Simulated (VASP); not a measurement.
# ScZn (Pm-3m) in VASP: a series of runs

Runs on ScZn. Level: LDA. Tasks: single point.

Everything below comes from runs of VASP 6.6.1. Logs are shortened: lines on timing, memory, paths and dates and some standing lists are left out, and cuts for length are marked.

### 1 The cell of the first run

The structure is cubic, space group Pm-3m (No. 221). Conventional cell: a = 3.210 Å, b = 3.210 Å, c = 3.210 Å, α = 90.00°, β = 90.00°, γ = 90.00°. Sc (site symmetry m-3m) has 8 Zn at 2.78 Å and 6 Sc at 3.21 Å within 3.7 Å. Within 3.7 Å of Zn (site symmetry m-3m) lie 8 Sc at 2.78 Å and 6 Zn at 3.21 Å.

### 2 Single point, LDA

Input file INCAR:

```
  PREC = Accurate
  ENCUT = 520
  EDIFF = 1E-7
  ISMEAR = -1
  SIGMA = 0.15
  LREAL = False
  LASPH = True
  NELM = 60
  ALGO = Normal
  ISIF = 2
  LWAVE = False
  LCHARG = False
  NBANDS = 18
```

Input file KPOINTS:

```
regular mesh
0
Gamma
  7 7 7
```

Input file POSCAR:

```
ScZn
1.0
    3.2102513042      0.0000000000      0.0000000000
    0.0000000000      3.2102513042      0.0000000000
    0.0000000000      0.0000000000      3.2102513042
Sc Zn
1 1
Direct
    0.0000000000      0.0000000000      0.0000000000
    0.5000000000      0.5000000000      0.5000000000
```

Potentials or basis: VASP PAW LDA potentials, release 64 (Sc_sv, Zn).

Launch:

```sh
$ cat potpaw_LDA.64/Sc_sv/POTCAR potpaw_LDA.64/Zn/POTCAR > POTCAR
$ mpirun -np 1 vasp_std > vasp.out
```

OUTCAR:

```text
PREC = Accurate
   ENCUT = 520
   EDIFF = 1E-7
   ISMEAR = -1
   LREAL = False
   LASPH = True
   NELM = 60
   ISIF = 2

 ion  position               nearest neighbor table
   1  0.000  0.000  0.000-   2 2.78   2 2.78   2 2.78   2 2.78   2 2.78   2 2.78   2 2.78   2 2.78

   2  0.500  0.500  0.500-   1 2.78   1 2.78   1 2.78   1 2.78   1 2.78   1 2.78   1 2.78   1 2.78

  LATTYP: Found a simple cubic cell.
 ALAT       =     3.2102513042

  Lattice vectors:

 A1 = (   3.2102513042,   0.0000000000,   0.0000000000)
 A2 = (   0.0000000000,   3.2102513042,   0.0000000000)
 A3 = (   0.0000000000,   0.0000000000,   3.2102513042)

Analysis of symmetry for initial positions (statically):
=====================================================================
 Subroutine PRICEL returns:
 Original cell was already a primitive cell.

 Routine SETGRP: Setting up the symmetry group for a
 simple cubic supercell.

 Subroutine GETGRP returns: Found 48 space group operations
 (whereof 48 operations were pure point group operations)
 out of a pool of 48 trial point group operations.

The static configuration has the point symmetry O_h .

Analysis of symmetry for dynamics (positions and initial velocities):
=====================================================================
 Subroutine PRICEL returns:
 Original cell was already a primitive cell.

 Routine SETGRP: Setting up the symmetry group for a
 simple cubic supercell.

 Subroutine GETGRP returns: Found 48 space group operations
 (whereof 48 operations were pure point group operations)
 out of a pool of 48 trial point group operations.

The dynamic configuration has the point symmetry O_h .

 Subroutine INISYM returns: Found 48 space group operations
 (whereof 48 operations are pure point group operations),
 and found     1 'primitive' translations

----------------------------------------------------------------------------------------

                                     Primitive cell

  volume of cell :      33.0839

  direct lattice vectors                    reciprocal lattice vectors
     3.210251304  0.000000000  0.000000000     0.311502093  0.000000000  0.000000000
     0.000000000  3.210251304  0.000000000     0.000000000  0.311502093  0.000000000
     0.000000000  0.000000000  3.210251304     0.000000000  0.000000000  0.311502093

  length of vectors
     3.210251304  3.210251304  3.210251304     0.311502093  0.311502093  0.311502093

  position of ions in fractional coordinates (direct lattice)
[... 72 lines left out ...]
   ENCUT  =  520.0 eV  38.22 Ry    6.18 a.u.   5.97  5.97  5.97*2*pi/ulx,y,z
   NELM   =     60;   NELMIN=  2; NELMDL= -5     # of ELM steps
   EDIFF  = 0.1E-06   stopping-criterion for ELM
   LREAL  =      F    real-space projection
   EDIFFG = 0.1E-05   stopping-criterion for IOM
   NSW    =      0    number of steps for IOM
   IBRION =     -1    ionic relax: 0-MD 1-quasi-New 2-CG
   NFREE  =      0    steps in history (QN), initial steepest desc. (CG)
   ISIF   =      2    stress and relaxation
   ISYM   =      2    0-nonsym 1-usesym 2-fastsym
   POTIM  = 0.5000    time-step for ionic-motion
   TEBEG  =    0.0;   TEEND  =   0.0 temperature during run
   PSTRESS=    0.0 pullay stress
   NELECT =      23.0000    total number of electrons
   NUPDOWN=      -1.0000    fix difference up-down
   EMIN   =  10.00;   EMAX   =-10.00  energy-range for DOS
   EFERMI =   0.00;   METHOD = LEGACY
   ISMEAR =    -1;   SIGMA  =   0.15  broadening in eV -4-tet -1-fermi 0-gaus
   EFERMI_NEDOS =   21; number of points for ismear=-14 and -15
   IALGO  =     38    algorithm
   IMIX   =      4    mixing-type and parameters
     AMIX     =   0.40;   BMIX     =  1.00
     AMIX_MAG =   1.60;   BMIX_MAG =  1.00
  volume/ion in A,a.u.               =      16.54       111.63
  Fermi-wavevector in a.u.,A,eV,Ry     =   1.450257  2.740589 28.616405  2.103246
  Thomas-Fermi vector in A             =   2.567890
   LORBIT       =      0    0 simple, 1 ext, 2 COOP (PROOUT), +10 PAW based schemes
   GGA     = CA    functional components
   LHFCALC =     F    Hartree Fock is set to
   AEXX    =    0.0000 exact exchange contribution
   IVDW    =     0    specifies the selected vdW correction
   LEPSILON=     F    determine dielectric tensor
   LRPA    =     F    only Hartree local field effects (RPA)
 non-spin polarized calculation
  energy-cutoff  :      520.00
  volume of cell :       33.08
 maximum number of plane-waves:       905
 NGX is ok and might be reduce to    24
   NGX = 11   NGY = 11   NGZ = 11

 number of electron      23.0000043 magnetization

 Free energy of the ion-electron system (eV)
  ---------------------------------------------------
  ext. energy  EPLUGINS =         0.00000000
  ---------------------------------------------------
  free energy    TOTEN  =        -9.44929364 eV

  energy without entropy =       -9.32825051  energy(sigma->0) =       -9.38877207

 E-fermi :   4.2306     XC(G=0): -11.7191

 val. band max:        4.1741305000   @ k =   0.1429   0.0000   0.0000
 cond. band min:       4.2398315769   @ k =   0.1429   0.1429   0.0000
 fundamental gap:      0.0657010768
 Fermi energy:         4.2305753725

 k-point     1 :       0.0000    0.0000    0.0000
  band No.  band energies     occupation
      1     -44.4132      2.00000
      2     -23.2887      2.00000
      3     -23.2887      2.00000
      4     -23.2887      2.00000
      5      -3.8607      2.00000
      6      -3.2882      2.00000
[... 397 lines left out ...]
      5      -3.1470      2.00000
      6      -3.1232      2.00000
[... 10 lines left out ...]
     17      10.4747      0.00000
     18      10.4747      0.00000

------------------------ aborting loop because EDIFF is reached ----------------------------------------

  FORCE on cell =-STRESS in cart. coord.  units (eV):
  Direction    XX          YY          ZZ          XY          YZ          ZX
  --------------------------------------------------------------------------------------
  -------------------------------------------------------------------------------------
  Total        0.9865440      0.9865440      0.9865440      0.0000000      0.0000000      0.0000000
  in kB       47.7760177     47.7760177     47.7760177      0.0000000      0.0000000      0.0000000
  external PRESSURE =      47.7760177 kB  Pullay stress =       0.0000000 kB

 VOLUME and BASIS-vectors are now :
 -----------------------------------------------------------------------------
  energy-cutoff  :      520.00
  volume of cell :       33.08
      direct lattice vectors                 reciprocal lattice vectors
     3.210251304  0.000000000  0.000000000     0.311502093  0.000000000  0.000000000
     0.000000000  3.210251304  0.000000000     0.000000000  0.311502093  0.000000000
     0.000000000  0.000000000  3.210251304     0.000000000  0.000000000  0.311502093

 POSITION                                       TOTAL-FORCE (eV/Angst)
 -----------------------------------------------------------------------------------
      0.00000      0.00000      0.00000         0.000000      0.000000      0.000000
      1.60513      1.60513      1.60513         0.000000      0.000000      0.000000
 -----------------------------------------------------------------------------------
    total drift:                                0.000000      0.000000     -0.000000

  FREE ENERGIE OF THE ION-ELECTRON SYSTEM (eV)
  ---------------------------------------------------
  free  energy   TOTEN  =        -9.4492936386 eV

  energy  without entropy=       -9.3282505077  energy(sigma->0) =       -9.38877207
```

OSZICAR:

```text
N       E                     dE             d eps       ncg     rms          rms(c)
DAV:   1     0.147936572495E+03    0.14794E+03   -0.10771E+04   744   0.161E+03
DAV:   2    -0.470525554662E+01   -0.15264E+03   -0.15048E+03   720   0.393E+02
DAV:   3    -0.104547596816E+02   -0.57495E+01   -0.57093E+01   990   0.944E+01
DAV:   4    -0.105189871857E+02   -0.64228E-01   -0.64136E-01   996   0.871E+00
DAV:   5    -0.105206024687E+02   -0.16153E-02   -0.16152E-02   944   0.125E+00    0.800E+00
DAV:   6    -0.953492859541E+01    0.98567E+00   -0.24730E+00   940   0.227E+01    0.268E+00
DAV:   7    -0.946373570365E+01    0.71193E-01   -0.25989E-01   996   0.502E+00    0.933E-01
DAV:   8    -0.945348694174E+01    0.10249E-01   -0.20654E-02   948   0.233E+00    0.645E-01
DAV:   9    -0.944933785515E+01    0.41491E-02   -0.40425E-03   804   0.824E-01    0.748E-02
DAV:  10    -0.944930952857E+01    0.28327E-04   -0.64899E-04   956   0.307E-01    0.264E-02
DAV:  11    -0.944929340688E+01    0.16122E-04   -0.91026E-05   946   0.107E-01    0.489E-03
DAV:  12    -0.944929373062E+01   -0.32373E-06   -0.21117E-06   884   0.165E-02    0.213E-03
DAV:  13    -0.944929363858E+01    0.92039E-07   -0.50417E-07   822   0.769E-03
   1 F= -.94492936E+01 E0= -.93887721E+01  d E =-.121043E+00
```

stdout:

```text
POSCAR found type information on POSCAR ScZn
 POSCAR found :  2 types and       2 ions
 scaLAPACK will be used
 LDA part: xc-table for (Slater(with rela. corr.)+CA(PZ))
 , standard interpolation
 POSCAR, INCAR and KPOINTS ok, starting setup
 FFT: planning ... GRIDC
 FFT: planning ... GRID_SOFT
 FFT: planning ... GRID
 WAVECAR not read
 entering main loop
```

Wall time 18 s (1 thread of AMD EPYC 7R13, shared host); peak memory 0.1 GiB.

What came out:

```yaml
Free_energy: -9.4493 eV
Pressure: 4.8 GPa
Band_gap_on_the_k_mesh: zero (an odd number of electrons rules out a gap without spin polarisation)
```

Caveat: the cell stands under pressure.

### 3 Single point, LDA

This run uses another cell than the first one, of 18.80 Å³/atom.

Input file INCAR:

```
ALGO = Normal
EDIFF = 1E-6
ENCUT = 520
ISIF = 2
ISMEAR = -1
LASPH = T
LCHARG = T
LELF = T
LREAL = F
LVHAR = T
LWAVE = F
NBANDS = 18
NELM = 100
PREC = Accurate
SIGMA = 0.15
```

Input file KPOINTS:

```
k-points
0
Gamma
  7 7 7
```

Input file POSCAR:

```
ScZn
1.0
    3.3500000000      0.0000000000      0.0000000000
    0.0000000000      3.3500000000      0.0000000000
    0.0000000000      0.0000000000      3.3500000000
Sc Zn
1 1
Direct
    0.0000000000      0.0000000000      0.0000000000
    0.5000000000      0.5000000000      0.5000000000
```

Potentials or basis: VASP PAW LDA potentials, release 64 (Sc_sv, Zn).

Launch:

```sh
$ cat potpaw_LDA.64/Sc_sv/POTCAR potpaw_LDA.64/Zn/POTCAR > POTCAR
$ mpirun -np 1 vasp_std > vasp.out
```

It took 27 s on 1 thread of AMD EPYC 7R13, shared host; peak memory 0.12 GiB.

The run converged. Its results:

```
Free energy            : -9.4135 eV
Pressure               : -6.2 GPa
Band gap on the k mesh : zero (an odd number of electrons rules out a gap without spin polarisation)
```

Levels at points of the mesh, in eV from the Fermi level:
```csv
k point,band 9,band 10,band 11,band 12,band 13,band 14
"(0.00, 0.00, 0.00)",-6.95,-6.95,0.10,0.10,2.91,2.91
```

Caveat: the cell stands under tension.

### 4 Single point, LDA

This run uses another cell than the first one, of 19.55 Å³/atom.

Input file INCAR:

```
SYSTEM = ScZn
  ALGO = Normal
  EDIFF = 1E-7
  ENCUT = 520
  ISIF = 2
  ISMEAR = -1
  LASPH = .True.
  LCHARG = .True.
  LELF = .True.
  LREAL = .False.
  LVHAR = .True.
  LWAVE = .False.
  NBANDS = 18
  NELM = 60
  PREC = Accurate
  SIGMA = 0.15
```

Input file KPOINTS:

```
k-points
0
Gamma
  7 7 7
  0 0 0
```

Input file POSCAR:

```
ScZn
1.0
    3.3940840028      0.0000000000      0.0000000000
    0.0000000000      3.3940840028      0.0000000000
    0.0000000000      0.0000000000      3.3940840028
Sc Zn
1 1
Direct
    0.0000000000      0.0000000000      0.0000000000
    0.5000000000      0.5000000000      0.5000000000
```

Launch:

```sh
$ cat potpaw_LDA.64/Sc_sv/POTCAR potpaw_LDA.64/Zn/POTCAR > POTCAR
$ mpirun -np 1 vasp_std > vasp.out
```

It took 34 s on 1 thread of AMD EPYC 7R13, shared host; peak memory 0.12 GiB.

The run converged. Its results:

- Free energy: -9.3452 eV
- Pressure: -8.4 GPa
- Band gap on the k mesh: zero (an odd number of electrons rules out a gap without spin polarisation)

Levels at points of the mesh, in eV from the Fermi level:
| k point | band 8 | band 9 | band 10 | band 11 | band 12 | band 13 | band 14 | band 15 |
| --- | --- | --- | --- | --- | --- | --- | --- | --- |
| (0.00, 0.00, 0.00) | -6.91 | -6.91 | -6.91 | 0.10 | 0.10 | 2.77 | 2.77 | 2.77 |

Caveat: the cell stands under tension.

[end of part 1 of 2]
